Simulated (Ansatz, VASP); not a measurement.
**Two plane-wave programs on SiC**

INCAR

```
PREC     = Accurate       # precision mode
ENCUT    = 600            # plane-wave cutoff, eV
EDIFF    = 1E-6           # SCF threshold, eV
ISMEAR   = 0              # smearing method
SIGMA    = 0.05           # smearing width, eV
LREAL    = F              # projectors in reciprocal space
LASPH    = T              # aspherical terms in the spheres
NELM     = 120            # most SCF steps
ALGO     = Normal         # electronic algorithm
ISIF     = 2              # what is computed and relaxed
LWAVE    = F              # write WAVECAR
LCHARG   = F              # write CHGCAR
GGA      = PE             # functional
NBANDS   = 11             # bands
GGA_COMPAT= F
```

Contents of KPOINTS:

```
regular mesh
0
Gamma
  4 4 4
```

File POSCAR:

```
SiC
1.0
    0.0000000000      2.1740000000      2.1740000000
    2.1740000000      0.0000000000      2.1740000000
    2.1740000000      2.1740000000      0.0000000000
Si C
1 1
Direct
    0.0689972401      0.0689972401     -0.2641509056
    0.7500000000      0.7500000000      0.7500000000
```

Input for Ansatz:

```yaml
crystal:
  lattice:
    - [0.0, 2.174, 2.174]
    - [2.174, 0.0, 2.174]
    - [2.174, 2.174, 0.0]
  atoms:
    - { symbol: Si, position: [0.0689972401, 0.0689972401, -0.2641509056] }
    - { symbol: C, position: [0.75, 0.75, 0.75] }
basis:
  ecutwfc: 420
kpoints:
  mp_grid: { grid: [4, 4, 4] }
hamiltonian:
  xc: pbe
scf:
  occupations: { method: gaussian, width: 0.05 }
output:
  forces: true
  stress: true
  eigenvalues: true
```

Alike in both runs: task single point; functional PBE; k mesh 4 × 4 × 4; occupations gaussian, width 0.05 eV; no spin polarisation.

|  | VASP | Ansatz |
| --- | --- | --- |
| version | VASP 6.6.1 | Ansatz 0.2.0 |
| potentials or method | VASP PAW PBE potentials, release 64 (Si, C), cutoff 600 eV | scalar-relativistic, plane waves, PAW |
| valence electrons in the cell | 8 | 8 |

|  | VASP | Ansatz | Ansatz less VASP |
| --- | --- | --- | --- |
| gap on the k mesh at the Fermi level (eV) | none | none | - |
| pressure (GPa) | 21.5 | 21.8 | +0.29 |
| traceless stress, the component that is largest in VASP (GPa) | 15.86 | 15.87 | +0.009 |
| rms of the force components (eV/Å) | 2.366 | 2.366 | -0.0001 |

Atom by atom the forces differ by 0.004 eV/Å (rms over components). A gap of «none» marks a metal or a gap that the smearing closes.

The k mesh is coarse, so the values compare programs but aren't converged.
